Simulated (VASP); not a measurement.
Set up this calculation in VASP 6.6.1, as the native input.

```yaml
Task: relaxation of cell and atoms
Functional: PBE
Dispersion: D3(BJ)
Potentials_or_basis: VASP PAW PBE potentials, release 64 (Fe, O)
Cutoff: 600 eV
k_mesh: 7 × 7 × 7
Occupations: fermi-dirac, width 0.05 eV
Spin: collinear spin, ferromagnetic start
Starting_moments: "[3.0, 3.0, 3.0, 3.0, 0.0, 0.0, 0.0, 0.0, 0.0, 0.0] μB"
Dipole_correction: no
Further_INCAR_settings: ALGO = Normal; EDIFF = 1e-07; IBRION = 2; EDIFFG = -0.01; NSW = 60; ISIF = 3
```

The structure of Fe2O3 lies in POSCAR:

```
Fe2O3
1.0
    2.5190000000      1.4543453281      4.5906666667
   -2.5190000000      1.4543453281      4.5906666667
    0.0000000000     -2.9086906562      4.5906666667
Fe O
4 6
Direct
    0.3553000000      0.3553000000      0.3553000000
    0.1447000000      0.1447000000      0.1447000000
    0.6447000000      0.6447000000      0.6447000000
    0.8553000000      0.8553000000      0.8553000000
    0.5559000000      0.2500000000      0.9441000000
    0.2500000000      0.9441000000      0.5559000000
    0.9441000000      0.5559000000      0.2500000000
    0.4441000000      0.7500000000      0.0559000000
    0.7500000000      0.0559000000      0.4441000000
    0.0559000000      0.4441000000      0.7500000000
```

The input as run:

INCAR

```
ALGO = Normal
EDIFF = 1E-7
EDIFFG = -0.01
ENCUT = 600
GGA = PE
GGA_COMPAT = False
IBRION = 2
ISIF = 3
ISMEAR = -1
ISPIN = 2
IVDW = 12
KPAR = 4
LASPH = True
LCHARG = False
LMAXMIX = 4
LORBIT = 11
LREAL = False
LWAVE = False
MAGMOM = 3 3 3 3 0 0 0 0 0 0
NELM = 200
NELMIN = 4
NSW = 60
PREC = Accurate
SIGMA = 0.05
```

KPOINTS

```
k-points
0
Gamma
  7 7 7
```

Potentials or basis: VASP PAW PBE potentials, release 64 (Fe, O).

Run with:

```bash
$ cat potpaw_PBE.64/Fe/POTCAR potpaw_PBE.64/O/POTCAR > POTCAR
$ mpirun -np 4 vasp_std > vasp.out
```

Results of the run:

```yaml
Relaxed_volume: 8.67 Å³/atom
Relaxed_cell: a = 5.206 Å, b = 5.206 Å, c = 5.206 Å, α = 54.38°, β = 54.38°, γ = 54.38°
Space_group_after_relaxing_to_0.1_Å: R-3c (No. 167)
Energy_gained_by_relaxing: 133.6 meV/atom
Ionic_steps: 14
Pressure_after_relaxing: 0.0 GPa
Largest_force_after_relaxing: 0.004 eV/Å
Band_gap_on_the_k_mesh: zero (filled and empty bands overlap)
Net_moment: 4.00 μB per cell
Site_moments: Fe +0.94; O +0.03 μB
Valence_electrons_inside_the_program's_atomic_spheres: Fe 7.40; O 5.02
Dispersion_energy_per_atom: -0.195 eV
```

Caveat: semilocal functionals often make such compounds metallic where correlation or magnetic order opens a gap, which also shifts bond lengths; the run started ferromagnetic, and an antiferromagnetic order may lie lower in energy.

It took 77 min on 4 MPI ranks on Intel(R) Xeon(R) Platinum 8488C (Sapphire Rapids), with other jobs on the host, peak memory 0.69 GiB a rank.
